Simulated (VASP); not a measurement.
# GaP (rocksalt type) (Fm-3m) in VASP: a series of runs

GaP (rocksalt type) is run at these levels: PBE; tasks: single point.

Everything below comes from runs of VASP 6.6.1. Logs are shortened: lines on timing, memory, paths and dates and some standing lists are left out, and cuts for length are marked.

### Step 1. The cell of the first run

Symmetry: Fm-3m, No. 225, cubic system. Conventional cell: a = 4.625 Å, b = 4.625 Å, c = 4.625 Å, α = 90.00°, β = 90.00°, γ = 90.00°. Within 3.1 Å of Ga (site symmetry m-3m) lie 6 P at 2.31 Å. P (site symmetry m-3m) has 6 Ga at 2.31 Å within 3.1 Å.

### Step 2. Single point, PBE (12.37 Å³/atom)

The input, INCAR:

```
SYSTEM = GaP
PREC = Accurate ; ENCUT = 520
EDIFF = 1E-6 ; ISMEAR = -1
SIGMA = 0.1 ; LREAL = .False.
LASPH = .True. ; NELM = 80
ALGO = Normal ; ISIF = 2
LWAVE = .False. ; LCHARG = .False.
GGA = PE ; NBANDS = 16
```

The input, KPOINTS:

```
regular mesh
0
Gamma
  14 14 14
  0 0 0
```

The input, POSCAR:

```
GaP
1.0
    0.0000000000      2.3124626786      2.3124626786
    2.3124626786      0.0000000000      2.3124626786
    2.3124626786      2.3124626786      0.0000000000
Ga P
1 1
Direct
    0.0000000000      0.0000000000      0.0000000000
    0.5000000000      0.5000000000      0.5000000000
```

Potentials or basis: VASP PAW PBE potentials, release 64 (Ga_d, P).

On the command line:

```
cat potpaw_PBE.64/Ga_d/POTCAR potpaw_PBE.64/P/POTCAR > POTCAR
mpirun -np 1 vasp_std > vasp.out
```

OUTCAR:

```text
SYSTEM = GaP
   PREC = Accurate
   ENCUT = 520
   EDIFF = 1E-6
   ISMEAR = -1
   LREAL = .False.
   LASPH = .True.
   NELM = 80
   ISIF = 2
   GGA = PE

 ion  position               nearest neighbor table
   1  0.000  0.000  0.000-   2 2.31   2 2.31   2 2.31   2 2.31   2 2.31   2 2.31
   2  0.500  0.500  0.500-   1 2.31   1 2.31   1 2.31   1 2.31   1 2.31   1 2.31

  LATTYP: Found a face centered cubic cell.
 ALAT       =     4.6249253572

  Lattice vectors:

 A1 = (   0.0000000000,   2.3124626786,   2.3124626786)
 A2 = (   2.3124626786,   0.0000000000,   2.3124626786)
 A3 = (   2.3124626786,   2.3124626786,   0.0000000000)

Analysis of symmetry for initial positions (statically):
=====================================================================
 Subroutine PRICEL returns:
 Original cell was already a primitive cell.

 Routine SETGRP: Setting up the symmetry group for a
 face centered cubic supercell.

 Subroutine GETGRP returns: Found 48 space group operations
 (whereof 48 operations were pure point group operations)
 out of a pool of 48 trial point group operations.

The static configuration has the point symmetry O_h .

Analysis of symmetry for dynamics (positions and initial velocities):
=====================================================================
 Subroutine PRICEL returns:
 Original cell was already a primitive cell.

 Routine SETGRP: Setting up the symmetry group for a
 face centered cubic supercell.

 Subroutine GETGRP returns: Found 48 space group operations
 (whereof 48 operations were pure point group operations)
 out of a pool of 48 trial point group operations.

The dynamic configuration has the point symmetry O_h .

 Subroutine INISYM returns: Found 48 space group operations
 (whereof 48 operations are pure point group operations),
 and found     1 'primitive' translations

----------------------------------------------------------------------------------------

                                     Primitive cell

  volume of cell :      24.7317

  direct lattice vectors                    reciprocal lattice vectors
     0.000000000  2.312462679  2.312462679    -0.216219706  0.216219706  0.216219706
     2.312462679  0.000000000  2.312462679     0.216219706 -0.216219706  0.216219706
     2.312462679  2.312462679  0.000000000     0.216219706  0.216219706 -0.216219706

  length of vectors
     3.270316083  3.270316083  3.270316083     0.374503516  0.374503516  0.374503516

  position of ions in fractional coordinates (direct lattice)
     0.000000000  0.000000000  0.000000000
     0.500000000  0.500000000  0.500000000

  ion indices of the primitive-cell ions
   primitive index   ion index
                 1           1
                 2           2

----------------------------------------------------------------------------------------

 KPOINTS: regular mesh

Automatic generation of k-mesh.
 Grid dimensions read from file:
 generate k-points for:   14   14   14

 Generating k-lattice:

  Cartesian coordinates                     Fractional coordinates (reciprocal lattice)
    -0.015444265  0.015444265  0.015444265     0.071428571  0.000000000  0.000000000
     0.015444265 -0.015444265  0.015444265     0.000000000  0.071428571  0.000000000
     0.015444265  0.015444265 -0.015444265     0.000000000  0.000000000  0.071428571

  Length of vectors
     0.026750251  0.026750251  0.026750251

  Shift w.r.t. Gamma in fractional coordinates (k-lattice)
     0.000000000  0.000000000  0.000000000

 Subroutine IBZKPT returns following result:
 ===========================================

 Found    104 irreducible k-points:

 Following reciprocal coordinates:
            Coordinates               Weight
  0.000000  0.000000  0.000000      1.000000
  0.071429  0.000000  0.000000      8.000000
  0.142857  0.000000  0.000000      8.000000
  0.214286  0.000000  0.000000      8.000000
  0.285714  0.000000  0.000000      8.000000
  0.357143  0.000000  0.000000      8.000000
[... 16 lines left out ...]
  0.214286  0.142857  0.000000     24.000000
  0.285714  0.142857  0.000000     24.000000
 [... further k-points ...]
   k-points           NKPTS =    104   k-points in BZ     NKDIM =    104   number of bands    NBANDS=     16
   number of dos      NEDOS =    301   number of ions     NIONS =      2
   total plane-waves  NPLWV =  13824
   dimension x,y,z NGX =    24 NGY =   24 NGZ =   24
   dimension x,y,z NGXF=    48 NGYF=   48 NGZF=   48
   ions per type =               1   1
   NGX,Y,Z   is equivalent  to a cutoff of  12.20, 12.20, 12.20 a.u.
   NGXF,Y,Z  is equivalent  to a cutoff of  24.40, 24.40, 24.40 a.u.
 SYSTEM =  GaP
   PREC   = accura    normal or accurate (medium, high low for compatibility)
   ISTART =      0    job   : 0-new  1-cont  2-samecut
   ICHARG =      2    charge: 1-file 2-atom 10-const
   ISPIN  =      1    spin polarized calculation?
   LNONCOLLINEAR =      F non collinear calculations
   LSORBIT =      F    spin-orbit coupling
   LASPH  =      T    aspherical Exc in radial PAW
   ENCUT  =  520.0 eV  38.22 Ry    6.18 a.u.   6.08  6.08  6.08*2*pi/ulx,y,z
   NELM   =     80;   NELMIN=  2; NELMDL= -5     # of ELM steps
   EDIFF  = 0.1E-05   stopping-criterion for ELM
   LREAL  =      F    real-space projection
   EDIFFG = 0.1E-04   stopping-criterion for IOM
   NSW    =      0    number of steps for IOM
   IBRION =     -1    ionic relax: 0-MD 1-quasi-New 2-CG
   NFREE  =      0    steps in history (QN), initial steepest desc. (CG)
   ISIF   =      2    stress and relaxation
   ISYM   =      2    0-nonsym 1-usesym 2-fastsym
   POTIM  = 0.5000    time-step for ionic-motion
   TEBEG  =    0.0;   TEEND  =   0.0 temperature during run
   PSTRESS=    0.0 pullay stress
   NELECT =      18.0000    total number of electrons
   NUPDOWN=      -1.0000    fix difference up-down
   EMIN   =  10.00;   EMAX   =-10.00  energy-range for DOS
   EFERMI =   0.00;   METHOD = LEGACY
   ISMEAR =    -1;   SIGMA  =   0.10  broadening in eV -4-tet -1-fermi 0-gaus
   EFERMI_NEDOS =   21; number of points for ismear=-14 and -15
   IALGO  =     38    algorithm
   IMIX   =      4    mixing-type and parameters
     AMIX     =   0.40;   BMIX     =  1.00
     AMIX_MAG =   1.60;   BMIX_MAG =  1.00
  volume/ion in A,a.u.               =      12.37        83.45
  Fermi-wavevector in a.u.,A,eV,Ry     =   1.472587  2.782786 29.504400  2.168512
  Thomas-Fermi vector in A             =   2.587583
   LORBIT       =      0    0 simple, 1 ext, 2 COOP (PROOUT), +10 PAW based schemes
   GGA     = PE    functional components
[... 5 lines left out ...]
 non-spin polarized calculation
  energy-cutoff  :      520.00
  volume of cell :       24.73
 maximum number of plane-waves:       678
   NGX = 13   NGY = 13   NGZ = 13

 number of electron      18.0000000 magnetization

 Free energy of the ion-electron system (eV)
  ---------------------------------------------------
  ext. energy  EPLUGINS =         0.00000000
  ---------------------------------------------------
  free energy    TOTEN  =        -6.97745945 eV

  energy without entropy =       -6.95282595  energy(sigma->0) =       -6.96514270

 E-fermi :  10.8887     XC(G=0): -12.6022

 val. band max:       10.8655229690   @ k =   0.2143   0.1429   0.0714
 cond. band min:      10.8912523212   @ k =  -0.4286   0.0714   0.0000
 fundamental gap:      0.0257293522
 Fermi energy:        10.8886851666

 k-point     1 :       0.0000    0.0000    0.0000
  band No.  band energies     occupation
      1      -5.6413      2.00000
      2      -4.5314      2.00000
      3      -4.5314      2.00000
      4      -4.4822      2.00000
      5      -4.4822      2.00000
      6      -4.4822      2.00000
[... 8 lines left out ...]
     15      21.5394      0.00000
     16      21.6217      0.00000

 k-point     2 :       0.0714    0.0000    0.0000
  band No.  band energies     occupation
      1      -5.5396      2.00000
      2      -4.5354      2.00000
      3      -4.5354      2.00000
      4      -4.4837      2.00000
      5      -4.4771      2.00000
      6      -4.4771      2.00000
[... 8 lines left out ...]
     15      19.8742      0.00000
     16      21.4315      0.00000

 k-point     3 :       0.1429    0.0000    0.0000
  band No.  band energies     occupation
      1      -5.2395      2.00000
      2      -4.5490      2.00000
      3      -4.5490      2.00000
      4      -4.4839      2.00000
      5      -4.4602      2.00000
      6      -4.4601      2.00000
[... 8 lines left out ...]
     15      19.0159      0.00000
     16      21.0148      0.00000

 k-point     4 :       0.2143    0.0000    0.0000
  band No.  band energies     occupation
      1      -4.7887      2.00000
      2      -4.5711      2.00000
      3      -4.5711      2.00000
      4      -4.4369      2.00000
      5      -4.4331      2.00000
      6      -4.4331      2.00000
[... 8 lines left out ...]
     15      19.7233      0.00000
     16      21.0935      0.00000
[... 324 lines left out ...]
 k-point    22 :       0.1429    0.1429    0.0000
  band No.  band energies     occupation
      1      -5.1512      2.00000
      2      -4.5279      2.00000
      3      -4.5171      2.00000
      4      -4.5030      2.00000
      5      -4.4517      2.00000
      6      -4.4517      2.00000
[... 8 lines left out ...]
     15      21.9675      0.00000
     16      22.8711      0.00000

 k-point    23 :       0.2143    0.1429    0.0000
  band No.  band energies     occupation
      1      -4.9338      2.00000
      2      -4.5198      2.00000
      3      -4.5120      2.00000
      4      -4.4670      2.00000
      5      -4.4292      2.00000
      6      -4.3643      2.00000
[... 8 lines left out ...]
     15      21.6529      0.00000
     16      23.0691      0.00000

 k-point    24 :       0.2857    0.1429    0.0000
  band No.  band energies     occupation
      1      -4.8091      2.00000
      2      -4.5368      2.00000
      3      -4.5209      2.00000
      4      -4.4492      2.00000
      5      -4.3978      2.00000
      6      -3.9365      2.00000
[... 8 lines left out ...]
     15      22.3334      0.00000
     16      23.4975      0.00000

 [... further k-points ...]

------------------------ aborting loop because EDIFF is reached ----------------------------------------

  FORCE on cell =-STRESS in cart. coord.  units (eV):
  Direction    XX          YY          ZZ          XY          YZ          ZX
  --------------------------------------------------------------------------------------
  -------------------------------------------------------------------------------------
  Total        9.3442480      9.3442480      9.3442480     -0.0000000      0.0000000      0.0000000
  in kB      605.3419120    605.3419120    605.3419120     -0.0000000      0.0000000      0.0000000
  external PRESSURE =     605.3419120 kB  Pullay stress =       0.0000000 kB

 VOLUME and BASIS-vectors are now :
 -----------------------------------------------------------------------------
  energy-cutoff  :      520.00
  volume of cell :       24.73
      direct lattice vectors                 reciprocal lattice vectors
     0.000000000  2.312462679  2.312462679    -0.216219706  0.216219706  0.216219706
     2.312462679  0.000000000  2.312462679     0.216219706 -0.216219706  0.216219706
     2.312462679  2.312462679  0.000000000     0.216219706  0.216219706 -0.216219706

 POSITION                                       TOTAL-FORCE (eV/Angst)
 -----------------------------------------------------------------------------------
      0.00000      0.00000      0.00000        -0.000000     -0.000000      0.000000
      2.31246      2.31246      2.31246         0.000000      0.000000     -0.000000
 -----------------------------------------------------------------------------------
    total drift:                                0.000000     -0.000000     -0.000000

  FREE ENERGIE OF THE ION-ELECTRON SYSTEM (eV)
  ---------------------------------------------------
  free  energy   TOTEN  =        -6.9774594526 eV

  energy  without entropy=       -6.9528259524  energy(sigma->0) =       -6.96514270
```

It took 42 s on 1 thread of AMD EPYC 7R13, shared host; peak memory 0.14 GiB.

What came out:

```yaml
Free_energy: -6.9775 eV
Pressure: 60.5 GPa
Band_gap_on_the_k_mesh: zero (bands 9 and 10 overlap by 3.43 eV)
```

Caveat: the cell stands under pressure.

### Step 3. Single point, PBE (13.74 Å³/atom)

This run uses another cell than the first one, of 13.74 Å³/atom.

The input, INCAR:

```
SYSTEM = GaP
  PREC = Accurate
  ENCUT = 520
  EDIFF = 1E-6
  ISMEAR = -1
  SIGMA = 0.1
  LREAL = .FALSE.
  LASPH = .TRUE.
  NELM = 60
  ALGO = Normal
  ISIF = 2
  LWAVE = .FALSE.
  LCHARG = .TRUE.
  GGA = PE
  LELF = .TRUE.
  LVHAR = .TRUE.
  NBANDS = 16
```

The input, KPOINTS:

```
Automatic mesh
0
G
  14 14 14
  0 0 0
```

The input, POSCAR:

```
GaP
1.0
    0.0000000000      2.3951197346      2.3951197346
    2.3951197346      0.0000000000      2.3951197346
    2.3951197346      2.3951197346      0.0000000000
Ga P
1 1
Direct
    0.0000000000      0.0000000000      0.0000000000
    0.5000000000      0.5000000000      0.5000000000
```

Potentials or basis: VASP PAW PBE potentials, release 64 (Ga_d, P).

On the command line:

```
cat potpaw_PBE.64/Ga_d/POTCAR potpaw_PBE.64/P/POTCAR > POTCAR
mpirun -np 1 vasp_std > vasp.out
```

Wall time 79 s (1 thread of AMD EPYC 7R13, shared host); peak memory 0.16 GiB.

Results (log left out):

| Item | Value |
| --- | --- |
| Free energy | -7.7579 eV |
| Pressure | 32.6 GPa |
| Band gap on the k mesh | zero (bands 9 and 10 overlap by 3.51 eV) |

Levels at points of the mesh, in eV from the Fermi level:
```
           k point  band 5  band 6  band 7  band 8  band 9  band 10  band 11  band 12  band 13  band 14
(0.00, 0.00, 0.00)  -15.06  -15.06   -0.07   -0.07   -0.07     4.02     6.89     6.89     6.89    10.02
(0.50, 0.00, 0.00)  -14.96  -11.70   -9.33    0.17    0.17     2.77     2.77     3.46     6.78    13.35
(0.50, 0.50, 0.00)  -14.92   -9.91   -7.57   -3.55   -3.55    -2.89     2.58    13.22    13.22    13.66
```

Caveat: the cell stands under pressure.
